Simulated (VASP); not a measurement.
# HgTe (Coloradoite) (F-43m) in VASP: further runs

Runs on HgTe (Coloradoite). Level: PBE+D3(BJ). Tasks: single point.

Everything below comes from runs of VASP 6.6.1. Logs are shortened: lines on timing, memory, paths and dates and some standing lists are left out, and cuts for length are marked.

## (1) The cell of the first run

Symmetry: F-43m, No. 216, cubic system. The conventional cell has a = 6.075 Å, b = 6.075 Å, c = 6.075 Å, α = 90.00°, β = 90.00°, γ = 90.00°. Hg (site symmetry -43m) has 4 Te at 2.63 Å within 3.5 Å. Within 3.5 Å of Te (site symmetry -43m) lie 4 Hg at 2.63 Å.

## (2) Single point, PBE+D3(BJ) (volume scaled by 0.800)

INCAR

```
PREC = Accurate
ENCUT = 520
EDIFF = 1E-7
ISMEAR = 0
SIGMA = 0.05
LREAL = False
LASPH = True
NELM = 60
ALGO = Normal
ISIF = 2
LWAVE = False
LCHARG = True
GGA = PE
IVDW = 12
LELF = True
LVHAR = True
NBANDS = 16
```

KPOINTS

```
regular mesh
0
Gamma
  10 10 10
```

POSCAR

```
HgTe
1.0
    0.0000000000      3.0377140063      3.0377140063
    3.0377140063      0.0000000000      3.0377140063
    3.0377140063      3.0377140063      0.0000000000
Hg Te
1 1
Direct
    0.0000000000      0.0000000000      0.0000000000
    0.2500000000      0.2500000000      0.2500000000
```

Potentials or basis: VASP PAW PBE potentials, release 64 (Hg, Te).

Command:

```
$ cat potpaw_PBE.64/Hg/POTCAR potpaw_PBE.64/Te/POTCAR > POTCAR
$ mpirun -np 1 vasp_std > vasp.out
```

OUTCAR:

```text
PREC = Accurate
   ENCUT = 520
   EDIFF = 1E-7
   ISMEAR = 0
   LREAL = False
   LASPH = True
   NELM = 60
   ISIF = 2
   GGA = PE
   IVDW = 12
 IVDW          = 12

 ion  position               nearest neighbor table
   1  0.000  0.000  0.000-   2 2.63   2 2.63   2 2.63   2 2.63
   2  0.250  0.250  0.250-   1 2.63   1 2.63   1 2.63   1 2.63

  LATTYP: Found a face centered cubic cell.
 ALAT       =     6.0754280126

  Lattice vectors:

 A1 = (   0.0000000000,   3.0377140063,   3.0377140063)
 A2 = (   3.0377140063,   0.0000000000,   3.0377140063)
 A3 = (   3.0377140063,   3.0377140063,   0.0000000000)

Analysis of symmetry for initial positions (statically):
=====================================================================
 Subroutine PRICEL returns:
 Original cell was already a primitive cell.

 Routine SETGRP: Setting up the symmetry group for a
 face centered cubic supercell.

 Subroutine GETGRP returns: Found 24 space group operations
 (whereof 24 operations were pure point group operations)
 out of a pool of 48 trial point group operations.

The static configuration has the point symmetry T_d .

Analysis of symmetry for dynamics (positions and initial velocities):
=====================================================================
 Subroutine PRICEL returns:
 Original cell was already a primitive cell.

 Routine SETGRP: Setting up the symmetry group for a
 face centered cubic supercell.

 Subroutine GETGRP returns: Found 24 space group operations
 (whereof 24 operations were pure point group operations)
 out of a pool of 48 trial point group operations.

The dynamic configuration has the point symmetry T_d .

 Subroutine INISYM returns: Found 24 space group operations
 (whereof 24 operations are pure point group operations),
 and found     1 'primitive' translations

----------------------------------------------------------------------------------------

                                     Primitive cell

  volume of cell :      56.0623

  direct lattice vectors                    reciprocal lattice vectors
     0.000000000  3.037714006  3.037714006    -0.164597457  0.164597457  0.164597457
     3.037714006  0.000000000  3.037714006     0.164597457 -0.164597457  0.164597457
     3.037714006  3.037714006  0.000000000     0.164597457  0.164597457 -0.164597457

  length of vectors
     4.295976346  4.295976346  4.295976346     0.285091158  0.285091158  0.285091158

  position of ions in fractional coordinates (direct lattice)
     0.000000000  0.000000000  0.000000000
     0.250000000  0.250000000  0.250000000

  ion indices of the primitive-cell ions
   primitive index   ion index
                 1           1
                 2           2

----------------------------------------------------------------------------------------

 KPOINTS: regular mesh

Automatic generation of k-mesh.
 Grid dimensions read from file:
 generate k-points for:   10   10   10

 Generating k-lattice:

  Cartesian coordinates                     Fractional coordinates (reciprocal lattice)
    -0.016459746  0.016459746  0.016459746     0.100000000  0.000000000  0.000000000
     0.016459746 -0.016459746  0.016459746     0.000000000  0.100000000  0.000000000
     0.016459746  0.016459746 -0.016459746     0.000000000  0.000000000  0.100000000

  Length of vectors
     0.028509116  0.028509116  0.028509116

  Shift w.r.t. Gamma in fractional coordinates (k-lattice)
     0.000000000  0.000000000  0.000000000

 Subroutine IBZKPT returns following result:
 ===========================================

 Found     47 irreducible k-points:

 Following reciprocal coordinates:
            Coordinates               Weight
  0.000000  0.000000  0.000000      1.000000
  0.100000  0.000000  0.000000      8.000000
  0.200000  0.000000  0.000000      8.000000
  0.300000  0.000000  0.000000      8.000000
  0.400000  0.000000  0.000000      8.000000
  0.500000  0.000000  0.000000      4.000000
[... 16 lines left out ...]
  0.300000  0.300000  0.000000      6.000000
  0.400000  0.300000  0.000000     24.000000
 [... further k-points ...]
   k-points           NKPTS =     47   k-points in BZ     NKDIM =     47   number of bands    NBANDS=     16
   number of dos      NEDOS =    301   number of ions     NIONS =      2
   total plane-waves  NPLWV =  32768
   dimension x,y,z NGX =    32 NGY =   32 NGZ =   32
   dimension x,y,z NGXF=    64 NGYF=   64 NGZF=   64
   ions per type =               1   1
   NGX,Y,Z   is equivalent  to a cutoff of  12.38, 12.38, 12.38 a.u.
   NGXF,Y,Z  is equivalent  to a cutoff of  24.77, 24.77, 24.77 a.u.
 SYSTEM =  unknown system
   PREC   = accura    normal or accurate (medium, high low for compatibility)
   ISTART =      0    job   : 0-new  1-cont  2-samecut
   ICHARG =      2    charge: 1-file 2-atom 10-const
   ISPIN  =      1    spin polarized calculation?
   LNONCOLLINEAR =      F non collinear calculations
   LSORBIT =      F    spin-orbit coupling
   LASPH  =      T    aspherical Exc in radial PAW
   ENCUT  =  520.0 eV  38.22 Ry    6.18 a.u.   7.99  7.99  7.99*2*pi/ulx,y,z
   NELM   =     60;   NELMIN=  2; NELMDL= -5     # of ELM steps
   EDIFF  = 0.1E-06   stopping-criterion for ELM
   LREAL  =      F    real-space projection
   EDIFFG = 0.1E-05   stopping-criterion for IOM
   NSW    =      0    number of steps for IOM
   IBRION =     -1    ionic relax: 0-MD 1-quasi-New 2-CG
   NFREE  =      0    steps in history (QN), initial steepest desc. (CG)
   ISIF   =      2    stress and relaxation
   ISYM   =      2    0-nonsym 1-usesym 2-fastsym
   POTIM  = 0.5000    time-step for ionic-motion
   TEBEG  =    0.0;   TEEND  =   0.0 temperature during run
   PSTRESS=    0.0 pullay stress
   NELECT =      18.0000    total number of electrons
   NUPDOWN=      -1.0000    fix difference up-down
   EMIN   =  10.00;   EMAX   =-10.00  energy-range for DOS
   EFERMI =   0.00;   METHOD = LEGACY
   ISMEAR =     0;   SIGMA  =   0.05  broadening in eV -4-tet -1-fermi 0-gaus
   EFERMI_NEDOS =   21; number of points for ismear=-14 and -15
   IALGO  =     38    algorithm
   IMIX   =      4    mixing-type and parameters
     AMIX     =   0.40;   BMIX     =  1.00
     AMIX_MAG =   1.60;   BMIX_MAG =  1.00
  volume/ion in A,a.u.               =      28.03       189.16
  Fermi-wavevector in a.u.,A,eV,Ry     =   1.121008  2.118398 17.097888  1.256659
  Thomas-Fermi vector in A             =   2.257659
   LORBIT       =      0    0 simple, 1 ext, 2 COOP (PROOUT), +10 PAW based schemes
   GGA     = PE    functional components
   LHFCALC =     F    Hartree Fock is set to
   AEXX    =    0.0000 exact exchange contribution
   IVDW    =    12    specifies the selected vdW correction
   LEPSILON=     F    determine dielectric tensor
   LRPA    =     F    only Hartree local field effects (RPA)
 non-spin polarized calculation
 Gauss-broadening in eV      SIGMA  =   0.05
  energy-cutoff  :      520.00
  volume of cell :       56.06
 maximum number of plane-waves:      1524
   NGX = 15   NGY = 15   NGZ = 15

 number of electron      18.0000003 magnetization

 Free energy of the ion-electron system (eV)
  ---------------------------------------------------
  ext. energy  EPLUGINS =         0.00000000
  ---------------------------------------------------
  free energy    TOTEN  =        -2.86147026 eV

  energy without entropy =       -2.86139313  energy(sigma->0) =       -2.86143170

 E-fermi :   5.3447     XC(G=0):  -9.6210

 val. band max:        5.3294474603   @ k =   0.0000   0.0000   0.0000
 cond. band min:       6.0253460530   @ k =   0.5000   0.0000   0.0000
 fundamental gap:      0.6958985926
 Fermi energy:         5.3446759702

 k-point     1 :       0.0000    0.0000    0.0000
  band No.  band energies     occupation
      1      -8.2371      2.00000
      2      -3.3357      2.00000
      3      -3.3357      2.00000
      4      -3.3357      2.00000
      5      -2.5514      2.00000
      6      -2.5514      2.00000
[... 8 lines left out ...]
     15      14.9881      0.00000
     16      14.9881      0.00000

 k-point     2 :       0.1000    0.0000    0.0000
  band No.  band energies     occupation
      1      -8.1662      2.00000
      2      -3.3232      2.00000
      3      -3.3150      2.00000
      4      -3.3150      2.00000
      5      -2.5547      2.00000
      6      -2.5547      2.00000
[... 8 lines left out ...]
     15      14.1448      0.00000
     16      14.1448      0.00000

 k-point     3 :       0.2000    0.0000    0.0000
  band No.  band energies     occupation
      1      -7.9728      2.00000
      2      -3.2634      2.00000
      3      -3.2634      2.00000
      4      -3.2577      2.00000
      5      -2.5583      2.00000
      6      -2.5583      2.00000
[... 8 lines left out ...]
     15      13.7250      0.00000
     16      13.7250      0.00000

 k-point     4 :       0.3000    0.0000    0.0000
  band No.  band energies     occupation
      1      -7.7175      2.00000
      2      -3.2070      2.00000
      3      -3.2070      2.00000
      4      -3.0628      2.00000
      5      -2.5501      2.00000
      6      -2.5501      2.00000
[... 8 lines left out ...]
     15      13.9864      0.00000
     16      13.9864      0.00000

 k-point     5 :       0.4000    0.0000    0.0000
  band No.  band energies     occupation
      1      -7.4973      2.00000
      2      -3.1699      2.00000
      3      -3.1699      2.00000
      4      -2.6438      2.00000
      5      -2.5304      2.00000
      6      -2.5304      2.00000
[... 8 lines left out ...]
     15      14.8351      0.00000
     16      14.8351      0.00000

 k-point     6 :       0.5000    0.0000    0.0000
  band No.  band energies     occupation
      1      -7.4101      2.00000
      2      -3.1581      2.00000
      3      -3.1581      2.00000
      4      -2.5193      2.00000
      5      -2.5193      2.00000
      6      -2.1231      2.00000
[... 8 lines left out ...]
     15      15.5304      0.00000
     16      15.5304      0.00000

 k-point     7 :       0.1000    0.1000    0.0000
  band No.  band energies     occupation
      1      -8.1424      2.00000
      2      -3.3425      2.00000
      3      -3.2963      2.00000
      4      -3.2963      2.00000
      5      -2.5692      2.00000
      6      -2.5427      2.00000
[... 8 lines left out ...]
     15      13.2861      0.00000
     16      15.1608      0.00000

 k-point     8 :       0.2000    0.1000    0.0000
  band No.  band energies     occupation
      1      -7.9891      2.00000
      2      -3.3217      2.00000
      3      -3.2436      2.00000
      4      -3.2399      2.00000
      5      -2.5830      2.00000
      6      -2.5360      2.00000
[... 8 lines left out ...]
     15      13.7342      0.00000
     16      14.5909      0.00000

 k-point     9 :       0.3000    0.1000    0.0000
  band No.  band energies     occupation
      1      -7.7527      2.00000
      2      -3.2468      2.00000
      3      -3.1827      2.00000
      4      -3.1212      2.00000
      5      -2.5780      2.00000
      6      -2.5272      2.00000
[... 8 lines left out ...]
     15      13.8308      0.00000
     16      14.6089      0.00000
[... 172 lines left out ...]
 k-point    19 :       0.5000    0.2000    0.0000
  band No.  band energies     occupation
      1      -7.3135      2.00000
      2      -3.1469      2.00000
      3      -3.0436      2.00000
      4      -2.7266      2.00000
      5      -2.5095      2.00000
      6      -2.2293      2.00000
[... 8 lines left out ...]
     15      15.4525      0.00000
     16      15.7615      0.00000

 k-point    20 :      -0.4000    0.2000    0.0000
  band No.  band energies     occupation
      1      -7.2951      2.00000
      2      -3.1301      2.00000
      3      -3.0599      2.00000
      4      -2.6156      2.00000
      5      -2.5432      2.00000
      6      -2.1612      2.00000
[... 8 lines left out ...]
     15      14.6179      0.00000
     16      15.2480      0.00000

 k-point    21 :      -0.3000    0.2000    0.0000
  band No.  band energies     occupation
      1      -7.4182      2.00000
      2      -3.1330      2.00000
      3      -3.1073      2.00000
      4      -2.7717      2.00000
      5      -2.5799      2.00000
      6      -2.4504      2.00000
[... 8 lines left out ...]
     15      14.6871      0.00000
     16      15.7887      0.00000

 k-point    22 :      -0.2000    0.2000    0.0000
  band No.  band energies     occupation
      1      -7.6282      2.00000
      2      -3.1751      2.00000
      3      -3.1668      2.00000
      4      -3.0495      2.00000
      5      -2.5935      2.00000
      6      -2.4997      2.00000
[... 8 lines left out ...]
     15      15.0629      0.00000
     16      15.2915      0.00000

 k-point    23 :       0.3000    0.3000    0.0000
  band No.  band energies     occupation
      1      -7.5357      2.00000
      2      -3.2987      2.00000
      3      -3.0276      2.00000
      4      -3.0276      2.00000
      5      -2.5740      2.00000
      6      -2.4909      2.00000
[... 8 lines left out ...]
     15      15.3964      0.00000
     16      16.9125      0.00000

 k-point    24 :       0.4000    0.3000    0.0000
  band No.  band energies     occupation
      1      -7.3578      2.00000
      2      -3.2342      2.00000
      3      -2.9604      2.00000
      4      -2.9406      2.00000
      5      -2.4821      2.00000
      6      -2.4526      2.00000
[... 8 lines left out ...]
     15      15.7180      0.00000
     16      17.1142      0.00000

 [... further k-points ...]

------------------------ aborting loop because EDIFF is reached ----------------------------------------

 Edisp (eV)   -0.89011

 E8    (eV) :    -0.4079

  FORCE on cell =-STRESS in cart. coord.  units (eV):
  Direction    XX          YY          ZZ          XY          YZ          ZX
  --------------------------------------------------------------------------------------
  -------------------------------------------------------------------------------------
  Total       5.62979     5.62979     5.62979    -0.00000    -0.00000    -0.00000
  in kB     160.89126   160.89126   160.89126    -0.00000    -0.00000    -0.00000
  external pressure =      160.89 kB  Pullay stress =        0.00 kB

 VOLUME and BASIS-vectors are now :
 -----------------------------------------------------------------------------
  energy-cutoff  :      520.00
  volume of cell :       56.06
      direct lattice vectors                 reciprocal lattice vectors
     0.000000000  3.037714006  3.037714006    -0.164597457  0.164597457  0.164597457
     3.037714006  0.000000000  3.037714006     0.164597457 -0.164597457  0.164597457
     3.037714006  3.037714006  0.000000000     0.164597457  0.164597457 -0.164597457

 POSITION                                       TOTAL-FORCE (eV/Angst)
 -----------------------------------------------------------------------------------
      0.00000      0.00000      0.00000        -0.000000      0.000000      0.000000
      1.51886      1.51886      1.51886         0.000000     -0.000000     -0.000000
 -----------------------------------------------------------------------------------
    total drift:                               -0.000000     -0.000000     -0.000000

  FREE ENERGIE OF THE ION-ELECTRON SYSTEM (eV)
  ---------------------------------------------------
  free  energy   TOTEN  =        -3.7515810430 eV

  energy  without entropy=       -3.7515039117  energy(sigma->0) =       -3.75154248
```

It took 15 s on 1 thread of Intel Xeon 6975P-C (Granite Rapids), shared host; peak memory 0.2 GiB.

Results:

```yaml
Free_energy: -3.7516 eV
Pressure: 16.1 GPa
Band_gap_on_the_k_mesh: zero (filled and empty bands touch)
Dispersion_energy_per_atom: -0.445 eV
```

Caveat: spin-orbit coupling is left out, which moves the levels of the heavy elements; pairwise dispersion overbinds metals, which lowers pressure and volume.

## (3) Single point, PBE+D3(BJ) (volume scaled by 0.840)

INCAR

```
ALGO = Normal
EDIFF = 1E-7
ENCUT = 520
GGA = PE
ISIF = 2
ISMEAR = 0
IVDW = 12
LASPH = True
LCHARG = False
LREAL = False
LWAVE = False
NBANDS = 16
NELM = 100
PREC = Accurate
SIGMA = 0.05
```

KPOINTS

```
k-points
0
Gamma
  10 10 10
```

POSCAR

```
HgTe
1.0
    0.0000000000      3.0875214491      3.0875214491
    3.0875214491      0.0000000000      3.0875214491
    3.0875214491      3.0875214491      0.0000000000
Hg Te
1 1
Direct
    0.0000000000      0.0000000000      0.0000000000
    0.2500000000      0.2500000000      0.2500000000
```

Potentials or basis: VASP PAW PBE potentials, release 64 (Hg, Te).

Command:

```
$ cat potpaw_PBE.64/Hg/POTCAR potpaw_PBE.64/Te/POTCAR > POTCAR
$ mpirun -np 1 vasp_std > vasp.out
```

It took 14 s on 1 thread of Intel Xeon 6975P-C (Granite Rapids), shared host; peak memory 0.21 GiB.

The run converged. Its results:

- Free energy: -3.9885 eV
- Pressure: 11.1 GPa
- Band gap on the k mesh: zero (filled and empty bands touch)
- Dispersion energy per atom: -0.421 eV

Levels at points of the mesh, in eV from the Fermi level:
```csv
k point,band 5,band 6,band 7,band 8,band 9,band 10,band 11,band 12,band 13,band 14
"(0.00, 0.00, 0.00)",-7.58,-7.58,-0.38,-0.02,-0.02,-0.02,3.92,3.92,3.92,6.36
"(0.50, 0.00, 0.00)",-7.55,-7.18,-6.51,-1.31,-1.31,0.69,4.84,4.84,6.66,8.32
"(0.50, 0.50, 0.00)",-7.50,-6.96,-6.26,-2.95,-2.95,1.75,2.08,8.77,9.40,9.40
```

Caveat: spin-orbit coupling is left out, which moves the levels of the heavy elements; pairwise dispersion overbinds metals, which lowers pressure and volume.

## (4) Single point, PBE+D3(BJ) (volume scaled by 0.880)

INCAR

```
PREC = Accurate
ENCUT = 520
EDIFF = 1E-6
ISMEAR = 0
SIGMA = 0.05
LREAL = F
LASPH = T
NELM = 80
ALGO = Normal
ISIF = 2
LWAVE = F
LCHARG = F
GGA = PE
IVDW = 12
NBANDS = 16
```

KPOINTS

```
regular mesh
0
Gamma
  10 10 10
```

POSCAR

```
HgTe
1.0
    0.0000000000      3.1357717652      3.1357717652
    3.1357717652      0.0000000000      3.1357717652
    3.1357717652      3.1357717652      0.0000000000
Hg Te
1 1
Direct
    0.0000000000      0.0000000000      0.0000000000
    0.2500000000      0.2500000000      0.2500000000
```

Command:

```
$ cat potpaw_PBE.64/Hg/POTCAR potpaw_PBE.64/Te/POTCAR > POTCAR
$ mpirun -np 1 vasp_std > vasp.out
```

Run time: 17 s. Hardware: 1 thread of Intel Xeon 6975P-C (Granite Rapids), shared host; peak memory 0.24 GiB.

It converged, with:

```yaml
Free_energy: -4.1485 eV
Pressure: 7.3 GPa
Band_gap_on_the_k_mesh: zero (filled and empty bands touch)
Dispersion_energy_per_atom: -0.400 eV
```

Levels at points of the mesh, in eV from the Fermi level:
```csv
k point,band 6,band 7,band 8,band 9,band 10,band 11,band 12,band 13
"(0.00, 0.00, 0.00)",-7.31,-0.51,-0.02,-0.02,-0.02,4.03,4.03,4.03
"(0.50, 0.00, 0.00)",-6.94,-6.15,-1.20,-1.20,0.69,4.91,4.91,6.76
"(0.50, 0.50, 0.00)",-6.74,-5.97,-2.71,-2.71,1.81,2.22,8.56,9.22
```

Caveat: spin-orbit coupling is left out, which moves the levels of the heavy elements; pairwise dispersion overbinds metals, which lowers pressure and volume.

## (5) Summary

| cell | gap on the mesh (eV) | pressure (GPa) |
| --- | --- | --- |
| a = 4.296 Å, angles 60.0°, 2 atoms | none | 16.1 |
| a = 4.366 Å, angles 60.0°, 2 atoms | none | 11.1 |
| a = 4.435 Å, angles 60.0°, 2 atoms | none | 7.3 |

Alike in all rows: task single point; level PBE+D3(BJ); potentials or basis VASP PAW PBE potentials, release 64 (Hg, Te); no spin polarisation; k mesh 10 × 10 × 10; cutoff (eV) 520; smearing gaussian 0.05 eV.

Caveats: spin-orbit coupling is left out, which moves the levels of the heavy elements; pairwise dispersion overbinds metals, which lowers pressure and volume.

Absolute energies hang on the potentials; compare differences alone.
